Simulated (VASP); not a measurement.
# BP in VASP: a series of runs

The runs below take BP through single point, with PBE.

All numbers are computed with VASP 6.6.1; they aren't measurements. Logs are shortened: lines on timing, memory, paths and dates and some standing lists are left out, and cuts for length are marked.

### Step 1. The cell of the first run

The cell holds a sheet with vacuum, 2 atoms: a = 3.200 Å, b = 3.200 Å, c = 14.000 Å, α = 90.00°, β = 90.00°, γ = 120.00°.

### Step 2. Single point, PBE

Input file INCAR:

```
PREC     = Accurate       # precision mode
ENCUT    = 420            # plane-wave cutoff, eV
EDIFF    = 1E-6           # SCF threshold, eV
ISMEAR   = 0              # smearing method
SIGMA    = 0.03           # smearing width, eV
LREAL    = F              # projectors in reciprocal space
LASPH    = T              # aspherical terms in the spheres
NELM     = 120            # most SCF steps
ALGO     = Normal         # electronic algorithm
ISIF     = 2              # what is computed and relaxed
LWAVE    = F              # write WAVECAR
LCHARG   = F              # write CHGCAR
LDIPOL   = T            
IDIPOL   = 3            
DIPOL    = 0.5 0.5 0.500
GGA      = PE             # functional
NBANDS   = 11             # bands
GGA_COMPAT= F            
NELMDL   = -8
```

Input file KPOINTS:

```
Automatic mesh
0
Gamma
  12 12 1
```

Input file POSCAR:

```
BP
1.0
    3.2000000000      0.0000000000      0.0000000000
   -1.6000000000      2.7712812921      0.0000000000
    0.0000000000      0.0000000000     14.0000000000
B P
1 1
Direct
    0.3333330000      0.6666670000      0.5000000000
    0.6666670000      0.3333330000      0.5000000000
```

Potentials or basis: VASP PAW PBE potentials, release 64 (B, P).

Run with:

```sh
cat potpaw_PBE.64/B/POTCAR potpaw_PBE.64/P/POTCAR > POTCAR
mpirun -np 1 vasp_std > vasp.out
```

OUTCAR:

```text
PREC = Accurate
   ENCUT = 420
   EDIFF = 1E-6
   ISMEAR = 0
   LREAL = F
   LASPH = T
   NELM = 120
   ISIF = 2
   GGA = PE
   NELMDL = -8

 ion  position               nearest neighbor table
   1  0.333  0.667  0.500-   2 1.85   2 1.85   2 1.85
   2  0.667  0.333  0.500-   1 1.85   1 1.85   1 1.85

  LATTYP: Found a hexagonal cell.
 ALAT       =     3.2000000000
 C/A-ratio  =     4.3750000000

  Lattice vectors:

 A1 = (   3.2000000000,   0.0000000000,   0.0000000000)
 A2 = (  -1.6000000000,   2.7712812921,   0.0000000000)
 A3 = (   0.0000000000,   0.0000000000,  14.0000000000)

Analysis of symmetry for initial positions (statically):
=====================================================================
 Subroutine PRICEL returns:
 Original cell was already a primitive cell.

 Routine SETGRP: Setting up the symmetry group for a
 hexagonal supercell.

 Subroutine GETGRP returns: Found 12 space group operations
 (whereof 12 operations were pure point group operations)
 out of a pool of 24 trial point group operations.

The static configuration has the point symmetry D_3h.

Analysis of symmetry for dynamics (positions and initial velocities):
=====================================================================
 Subroutine PRICEL returns:
 Original cell was already a primitive cell.

 Routine SETGRP: Setting up the symmetry group for a
 hexagonal supercell.

 Subroutine GETGRP returns: Found 12 space group operations
 (whereof 12 operations were pure point group operations)
 out of a pool of 24 trial point group operations.

The dynamic configuration has the point symmetry D_3h.

 Subroutine INISYM returns: Found 12 space group operations
 (whereof 12 operations are pure point group operations),
 and found     1 'primitive' translations

----------------------------------------------------------------------------------------

                                     Primitive cell

  volume of cell :     124.1534

  direct lattice vectors                    reciprocal lattice vectors
     3.200000000  0.000000000  0.000000000     0.312500000  0.180421959  0.000000000
    -1.600000000  2.771281292  0.000000000     0.000000000  0.360843918  0.000000000
     0.000000000  0.000000000 14.000000000     0.000000000  0.000000000  0.071428571

  length of vectors
     3.200000000  3.200000000 14.000000000     0.360843918  0.360843918  0.071428571

  position of ions in fractional coordinates (direct lattice)
     0.333333000  0.666667000  0.500000000
     0.666667000  0.333333000  0.500000000

  ion indices of the primitive-cell ions
   primitive index   ion index
                 1           1
[... 85 lines left out ...]
   IMIX   =      4    mixing-type and parameters
     AMIX     =   0.40;   BMIX     =  1.00
     AMIX_MAG =   1.60;   BMIX_MAG =  1.00
  volume/ion in A,a.u.               =      62.08       418.91
  Fermi-wavevector in a.u.,A,eV,Ry     =   0.656325  1.240273  5.860871  0.430762
  Thomas-Fermi vector in A             =   1.727481
   LORBIT       =      0    0 simple, 1 ext, 2 COOP (PROOUT), +10 PAW based schemes
   GGA     = PE    functional components
   LHFCALC =     F    Hartree Fock is set to
   AEXX    =    0.0000 exact exchange contribution
   IVDW    =     0    specifies the selected vdW correction
   LEPSILON=     F    determine dielectric tensor
   LRPA    =     F    only Hartree local field effects (RPA)
 non-spin polarized calculation
 Gauss-broadening in eV      SIGMA  =   0.03
  energy-cutoff  :      420.00
  volume of cell :      124.15
 maximum number of plane-waves:      2447
 NGX is ok and might be reduce to    24
   NGX = 11   NGY = 11   NGZ = 47

 dipolmoment           0.000000      0.000000     -0.000000 electrons x Angstroem

 number of electron       7.9999999 magnetization

 dipolmoment           0.000000      0.000000      0.000000 electrons x Angstroem

 Free energy of the ion-electron system (eV)
  ---------------------------------------------------
  ext. energy  EPLUGINS =         0.00000000
  ---------------------------------------------------
  free energy    TOTEN  =       -12.16942384 eV

  energy without entropy =      -12.16942384  energy(sigma->0) =      -12.16942384

 E-fermi :  -2.6690     XC(G=0):  -3.0467

 val. band max:       -2.8036026178   @ k =   0.3333   0.3333   0.0000
 cond. band min:      -1.9090992097   @ k =   0.3333   0.3333   0.0000
 fundamental gap:      0.8945034081
 Fermi energy:        -2.6689996318

 k-point     1 :       0.0000    0.0000    0.0000
  band No.  band energies     occupation
      1     -16.5391      2.00000
      2      -6.9901      2.00000
      3      -4.4411      2.00000
      4      -4.4410      2.00000
      5       0.9307      0.00000
      6       1.8983      0.00000
      7       1.8984      0.00000
      8       2.2463      0.00000
      9       2.6530      0.00000
     10       3.1278      0.00000
     11       5.2290      0.00000
[... 239 lines left out ...]
 k-point    19 :       0.3333    0.3333    0.0000
  band No.  band energies     occupation
      1     -13.0679      2.00000
      2     -10.7257      2.00000
      3      -9.1049      2.00000
      4      -2.8036      2.00000
      5      -1.9091      0.00000
      6       3.5886      0.00000
      7       4.5440      0.00000
      8       5.7251      0.00000
      9       6.8815      0.00000
     10       7.8585      0.00000
     11       7.9465      0.00000

------------------------ aborting loop because EDIFF is reached ----------------------------------------

 vacuum level on the upper side and lower side of the slab       (xc-potential included)        -0.085        -0.085

  FORCE on cell =-STRESS in cart. coord.  units (eV):
  Direction    XX          YY          ZZ          XY          YZ          ZX
  --------------------------------------------------------------------------------------
  -------------------------------------------------------------------------------------
  Total        0.4091175      0.4091175     -0.0038239      0.0000000      0.0000000      0.0000000
  in kB        5.2795878      5.2795878     -0.0493470      0.0000000      0.0000000      0.0000000
  external PRESSURE =       3.5032762 kB  Pullay stress =       0.0000000 kB

 VOLUME and BASIS-vectors are now :
 -----------------------------------------------------------------------------
  energy-cutoff  :      420.00
  volume of cell :      124.15
      direct lattice vectors                 reciprocal lattice vectors
     3.200000000  0.000000000  0.000000000     0.312500000  0.180421959  0.000000000
    -1.600000000  2.771281292  0.000000000     0.000000000  0.360843918  0.000000000
     0.000000000  0.000000000 14.000000000     0.000000000  0.000000000  0.071428571

 POSITION                                       TOTAL-FORCE (eV/Angst)
 -----------------------------------------------------------------------------------
     -0.00000      1.84752      7.00000         0.000000     -0.000000      0.000000
      1.60000      0.92376      7.00000        -0.000000      0.000000      0.000000
 -----------------------------------------------------------------------------------
    total drift:                               -0.000143      0.000083      0.000000

  FREE ENERGIE OF THE ION-ELECTRON SYSTEM (eV)
  ---------------------------------------------------
  free  energy   TOTEN  =       -12.1694238369 eV

  energy  without entropy=      -12.1694238368  energy(sigma->0) =      -12.16942384

 vacuum level on the upper side and lower side of the slab         2.253         2.253
```

Run time: 28 s. Hardware: 1 thread of Intel Xeon Platinum 8488C (Sapphire Rapids), shared host; peak memory 0.21 GiB.

What came out:

* Free energy: -12.1694 eV
* Band gap on the k mesh: 0.89 eV

### Step 3. Single point, PBE

This run uses another cell than the first one.

Input file INCAR:

```
  PREC = Accurate
  ENCUT = 420
  EDIFF = 1E-6
  ISMEAR = 0
  SIGMA = 0.03
  LREAL = F
  LASPH = T
  NELM = 120
  ALGO = Normal
  ISIF = 2
  LWAVE = F
  LCHARG = T
  LDIPOL = T
  IDIPOL = 3
  DIPOL = 0.5 0.5 0.294
  GGA = PE
  LELF = T
  LVHAR = T
  LVACPOTAV = T
  NBANDS = 11
  GGA_COMPAT = F
  NELMDL = -8
```

Input file KPOINTS:

```
regular mesh
0
Gamma
  12 12 1
```

Input file POSCAR:

```
BP
1.0
    3.2137300930      0.0000000000      0.0000000000
   -1.6068650465      2.7831719015      0.0000000000
    0.0000000000      0.0000000000     23.8000000000
B P
1 1
Direct
    0.3333333333      0.6666666667      0.2941176471
    0.6666666667      0.3333333333      0.2941176471
```

Potentials or basis: VASP PAW PBE potentials, release 64 (B, P).

Run with:

```sh
cat potpaw_PBE.64/B/POTCAR potpaw_PBE.64/P/POTCAR > POTCAR
mpirun -np 1 vasp_std > vasp.out
```

Run time: 54 s. Hardware: 1 thread of Intel Xeon Platinum 8488C (Sapphire Rapids), shared host; peak memory 0.29 GiB.

The run converged. Its results:

```
Free energy            : -12.1712 eV
Band gap on the k mesh : 0.91 eV
```

Levels at points of the mesh, in eV from the valence-band top:
```
           k point  band 2  band 3  band 4  band 5  band 6  band 7
(0.00, 0.00, 0.00)   -4.13   -1.64   -1.64    3.77    4.67    4.67
(0.50, 0.00, 0.00)   -8.30   -3.62   -1.05    1.48    2.85    7.86
```
